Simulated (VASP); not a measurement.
# MgC2 (Fm-3m) in VASP: notebook

The runs below take MgC2 through single point, with PBEsol.

Program: VASP 6.6.1. These are calculated values, not measurements. Logs are shortened: lines on timing, memory, paths and dates and some standing lists are left out, and cuts for length are marked.

### 1 The cell of the first run

It takes space group Fm-3m (No. 225, cubic). Conventional cell: a = 5.033 Å, b = 5.033 Å, c = 5.033 Å, α = 90.00°, β = 90.00°, γ = 90.00°. Mg (site symmetry m-3m) has 8 C at 2.18 Å within 2.9 Å. C (site symmetry -43m) has 4 Mg at 2.18 Å and 6 C at 2.52 Å within 2.9 Å.

### 2 Single point, PBEsol

File INCAR:

```
SYSTEM = MgC2
PREC = Accurate ; ENCUT = 600
EDIFF = 1E-6 ; ISMEAR = 1
SIGMA = 0.01 ; LREAL = .False.
LASPH = .True. ; NELM = 120
ALGO = Normal ; ISIF = 2
LWAVE = .False. ; LCHARG = .False.
GGA = PS ; NBANDS = 12
GGA_COMPAT = .False.
```

File KPOINTS:

```
regular mesh
0
Gamma
  4 4 4
  0 0 0
```

File POSCAR:

```
MgC2
1.0
    0.0000000000      2.5165043754      2.5165043754
    2.5165043754      0.0000000000      2.5165043754
    2.5165043754      2.5165043754      0.0000000000
Mg C
1 2
Direct
    0.0000000000      0.0000000000      0.0000000000
    0.2500000000      0.2500000000      0.2500000000
    0.7500000000      0.7500000000      0.7500000000
```

Potentials or basis: VASP PAW PBE potentials, release 64 (Mg, C).

Run with:

```bash
> cat potpaw_PBE.64/Mg/POTCAR potpaw_PBE.64/C/POTCAR > POTCAR
> mpirun -np 1 vasp_std > vasp.out
```

OUTCAR:

```text
SYSTEM = MgC2
   PREC = Accurate
   ENCUT = 600
   EDIFF = 1E-6
   ISMEAR = 1
   LREAL = .False.
   LASPH = .True.
   NELM = 120
   ISIF = 2
   GGA = PS

 ion  position               nearest neighbor table
   1  0.000  0.000  0.000-   3 2.18   3 2.18   3 2.18   2 2.18   3 2.18   2 2.18   2 2.18   2 2.18

   2  0.250  0.250  0.250-   1 2.18   1 2.18   1 2.18   1 2.18
   3  0.750  0.750  0.750-   1 2.18   1 2.18   1 2.18   1 2.18

  LATTYP: Found a face centered cubic cell.
 ALAT       =     5.0330087508

  Lattice vectors:

 A1 = (   0.0000000000,   2.5165043754,   2.5165043754)
 A2 = (   2.5165043754,   0.0000000000,   2.5165043754)
 A3 = (   2.5165043754,   2.5165043754,   0.0000000000)

Analysis of symmetry for initial positions (statically):
=====================================================================
 Subroutine PRICEL returns:
 Original cell was already a primitive cell.

 Routine SETGRP: Setting up the symmetry group for a
 face centered cubic supercell.

 Subroutine GETGRP returns: Found 48 space group operations
 (whereof 48 operations were pure point group operations)
 out of a pool of 48 trial point group operations.

The static configuration has the point symmetry O_h .

Analysis of symmetry for dynamics (positions and initial velocities):
=====================================================================
 Subroutine PRICEL returns:
 Original cell was already a primitive cell.

 Routine SETGRP: Setting up the symmetry group for a
 face centered cubic supercell.

 Subroutine GETGRP returns: Found 48 space group operations
 (whereof 48 operations were pure point group operations)
 out of a pool of 48 trial point group operations.

The dynamic configuration has the point symmetry O_h .

 Subroutine INISYM returns: Found 48 space group operations
 (whereof 48 operations are pure point group operations),
 and found     1 'primitive' translations

----------------------------------------------------------------------------------------

                                     Primitive cell

  volume of cell :      31.8730

  direct lattice vectors                    reciprocal lattice vectors
     0.000000000  2.516504375  2.516504375    -0.198688309  0.198688309  0.198688309
     2.516504375  0.000000000  2.516504375     0.198688309 -0.198688309  0.198688309
     2.516504375  2.516504375  0.000000000     0.198688309  0.198688309 -0.198688309

  length of vectors
     3.558874617  3.558874617  3.558874617     0.344138247  0.344138247  0.344138247

  position of ions in fractional coordinates (direct lattice)
     0.000000000  0.000000000  0.000000000
[... 76 lines left out ...]
   EMIN   =  10.00;   EMAX   =-10.00  energy-range for DOS
   EFERMI =   0.00;   METHOD = LEGACY
   ISMEAR =     1;   SIGMA  =   0.01  broadening in eV -4-tet -1-fermi 0-gaus
   EFERMI_NEDOS =   21; number of points for ismear=-14 and -15
   IALGO  =     38    algorithm
   IMIX   =      4    mixing-type and parameters
     AMIX     =   0.40;   BMIX     =  1.00
     AMIX_MAG =   1.60;   BMIX_MAG =  1.00
  volume/ion in A,a.u.               =      10.62        71.70
  Fermi-wavevector in a.u.,A,eV,Ry     =   1.112416  2.102161 16.836786  1.237469
  Thomas-Fermi vector in A             =   2.248990
   LORBIT       =      0    0 simple, 1 ext, 2 COOP (PROOUT), +10 PAW based schemes
   GGA     = PS    functional components
   LHFCALC =     F    Hartree Fock is set to
   AEXX    =    0.0000 exact exchange contribution
   IVDW    =     0    specifies the selected vdW correction
   LEPSILON=     F    determine dielectric tensor
   LRPA    =     F    only Hartree local field effects (RPA)
 non-spin polarized calculation
 Methfessel and Paxton  Order N= 1 SIGMA  =   0.01
  energy-cutoff  :      600.00
  volume of cell :       31.87
 maximum number of plane-waves:      1090
   NGX = 15   NGY = 15   NGZ = 15

 number of electron      10.0000000 magnetization

 Free energy of the ion-electron system (eV)
  ---------------------------------------------------
  ext. energy  EPLUGINS =         0.00000000
  ---------------------------------------------------
  free energy    TOTEN  =       -13.78904064 eV

  energy without entropy =      -13.78877019  energy(sigma->0) =      -13.78895049

 E-fermi :   3.8531     XC(G=0): -10.8988

 val. band max:        3.3663294949   @ k =   0.5000   0.0000   0.0000
 cond. band min:       3.8574585569   @ k =  -0.2500   0.5000   0.2500
 fundamental gap:      0.4911290620
 Fermi energy:         3.8530922910

 k-point     1 :       0.0000    0.0000    0.0000
  band No.  band energies     occupation
      1      -9.5409      2.00000
      2      -1.0310      2.00000
      3       2.1253      2.00000
      4       2.1253      2.00000
      5       2.1253      2.00000
      6       6.3729      0.00000
      7       6.3729      0.00000
      8       6.3729      0.00000
      9      13.4519      0.00000
     10      13.4519      0.00000
     11      13.4519      0.00000
     12      15.4218      0.00000
[... 91 lines left out ...]
 k-point     8 :      -0.2500    0.5000    0.2500
  band No.  band energies     occupation
      1      -5.4938      2.00000
      2      -5.4938      2.00000
      3      -0.9650      2.00000
      4      -0.8181      2.00000
      5       3.8575      0.33333
      6       3.8575      0.33333
      7       7.6181      0.00000
      8       7.9232      0.00000
      9      13.3026      0.00000
     10      14.5618      0.00000
     11      20.5603      0.00000
     12      20.5603      0.00000

------------------------ aborting loop because EDIFF is reached ----------------------------------------

  FORCE on cell =-STRESS in cart. coord.  units (eV):
  Direction    XX          YY          ZZ          XY          YZ          ZX
  --------------------------------------------------------------------------------------
  -------------------------------------------------------------------------------------
  Total        0.0295093      0.0295093      0.0295093     -0.0000000     -0.0000000      0.0000000
  in kB        1.4833608      1.4833608      1.4833608     -0.0000000     -0.0000000      0.0000000
  external PRESSURE =       1.4833608 kB  Pullay stress =       0.0000000 kB

 VOLUME and BASIS-vectors are now :
 -----------------------------------------------------------------------------
  energy-cutoff  :      600.00
  volume of cell :       31.87
      direct lattice vectors                 reciprocal lattice vectors
     0.000000000  2.516504375  2.516504375    -0.198688309  0.198688309  0.198688309
     2.516504375  0.000000000  2.516504375     0.198688309 -0.198688309  0.198688309
     2.516504375  2.516504375  0.000000000     0.198688309  0.198688309 -0.198688309

 POSITION                                       TOTAL-FORCE (eV/Angst)
 -----------------------------------------------------------------------------------
      0.00000      0.00000      0.00000        -0.000000      0.000000     -0.000000
      1.25825      1.25825      1.25825         0.000000      0.000000      0.000000
      3.77476      3.77476      3.77476        -0.000000     -0.000000     -0.000000
 -----------------------------------------------------------------------------------
    total drift:                                0.000000      0.000000     -0.000000

  FREE ENERGIE OF THE ION-ELECTRON SYSTEM (eV)
  ---------------------------------------------------
  free  energy   TOTEN  =       -13.7890406426 eV

  energy  without entropy=      -13.7887701910  energy(sigma->0) =      -13.78895049
```

OSZICAR:

```text
N       E                     dE             d eps       ncg     rms          rms(c)
DAV:   1     0.128556191833E+02    0.12856E+02   -0.55518E+03   208   0.825E+02
DAV:   2    -0.128497165811E+02   -0.25705E+02   -0.24743E+02   248   0.121E+02
DAV:   3    -0.138770297390E+02   -0.10273E+01   -0.10251E+01   248   0.212E+01
DAV:   4    -0.138830956499E+02   -0.60659E-02   -0.60619E-02   232   0.192E+00
DAV:   5    -0.138831333588E+02   -0.37709E-04   -0.37707E-04   240   0.148E-01    0.179E+00
DAV:   6    -0.138079063289E+02    0.75227E-01   -0.69593E-02   228   0.149E+00    0.105E+00
DAV:   7    -0.137893201607E+02    0.18586E-01   -0.50267E-02   232   0.129E+00    0.352E-01
DAV:   8    -0.137890316841E+02    0.28848E-03   -0.18910E-03   224   0.291E-01    0.464E-02
DAV:   9    -0.137890326351E+02   -0.95103E-06   -0.42329E-05   236   0.456E-02    0.161E-02
DAV:  10    -0.137890409224E+02   -0.82873E-05   -0.73468E-06   236   0.183E-02    0.473E-03
DAV:  11    -0.137890406426E+02    0.27979E-06   -0.21890E-06   224   0.882E-03
   1 F= -.13789041E+02 E0= -.13788950E+02  d E =-.270452E-03
```

stdout:

```text
POSCAR found type information on POSCAR MgC
 POSCAR found :  2 types and       3 ions
 scaLAPACK will be used
 -----------------------------------------------------------------------------
|                                                                             |
|                                                                             |
|     You enforced a specific xc type in the INCAR file but a different       |
|     I HOPE YOU KNOW WHAT YOU ARE DOING!                                     |
|                                                                             |
 -----------------------------------------------------------------------------

 LDA part: xc-table for (Slater+PW92), standard interpolation
 POSCAR, INCAR and KPOINTS ok, starting setup
 FFT: planning ... GRIDC
 FFT: planning ... GRID_SOFT
 FFT: planning ... GRID
 WAVECAR not read
 entering main loop
```

Run time: 8.1 s. Hardware: 1 thread of Intel Xeon Platinum 8375C at 2.90GHz (Ice Lake), shared host; peak memory 0.14 GiB.

What came out:

```
Free energy            : -13.7890 eV
Pressure               : 0.1 GPa
Band gap on the k mesh : zero (bands 5 and 6 overlap by 0.49 eV)
```

Caveat: the k points lie up to 0.54 Å⁻¹ apart; the PAW data sets were made with another functional, which shifts forces and pressure a little.

### 3 Single point, PBEsol

This run uses another cell than the first one, of 9.87 Å³/atom.

File INCAR:

```
SYSTEM = MgC2
PREC     = Accurate       ! precision mode
ENCUT    = 600            ! plane-wave cutoff, eV
EDIFF    = 1E-6           ! SCF threshold, eV
ISMEAR   = 1              ! smearing method
SIGMA    = 0.01           ! smearing width, eV
LREAL    = .False.        ! projectors in reciprocal space
LASPH    = .True.         ! aspherical terms in the spheres
NELM     = 120            ! most SCF steps
ALGO     = Normal         ! electronic algorithm
ISIF     = 2              ! what is computed and relaxed
LWAVE    = .False.        ! write WAVECAR
LCHARG   = .True.         ! write CHGCAR
GGA      = PS             ! functional
LELF     = .True.         ! ELF
LVHAR    = .True.       
NBANDS   = 12             ! bands
GGA_COMPAT= .False.
```

File KPOINTS:

```
Automatic mesh
0
Gamma
  4 4 4
  0 0 0
```

File POSCAR:

```
MgC2
1.0
    0.0000000000      2.4557560888      2.4557560888
    2.4557560888      0.0000000000      2.4557560888
    2.4557560888      2.4557560888      0.0000000000
Mg C
1 2
Direct
    0.0000000000      0.0000000000      0.0000000000
    0.2500000000      0.2500000000      0.2500000000
    0.7500000000      0.7500000000      0.7500000000
```

Potentials or basis: VASP PAW PBE potentials, release 64 (Mg, C).

Run with:

```bash
> cat potpaw_PBE.64/Mg/POTCAR potpaw_PBE.64/C/POTCAR > POTCAR
> mpirun -np 1 vasp_std > vasp.out
```

It took 10 s on 1 thread of Intel Xeon Platinum 8375C at 2.90GHz (Ice Lake), shared host; peak memory 0.14 GiB.

It converged, with:

```
Free energy            : -13.7177 eV
Pressure               : 10.4 GPa
Band gap on the k mesh : zero (bands 5 and 6 overlap by 0.56 eV)
```

Levels at points of the mesh, in eV from the Fermi level:
```tsv
k point	band 1	band 2	band 3	band 4	band 5	band 6	band 7	band 8	band 9	band 10
(0.00, 0.00, 0.00)	-13.95	-4.56	-1.94	-1.94	-1.94	2.69	2.69	2.69	9.89	9.89
(0.50, 0.00, 0.00)	-10.59	-10.44	-0.69	-0.69	-0.56	-0.56	0.23	0.46	12.09	14.08
(0.50, 0.50, 0.00)	-10.58	-7.70	-6.16	-3.65	-3.65	3.65	3.65	4.79	6.35	16.14
```

Caveat: the k points lie up to 0.55 Å⁻¹ apart, too coarse for converged energies and pressures of a metal; the PAW data sets were made with another functional, which shifts forces and pressure a little.
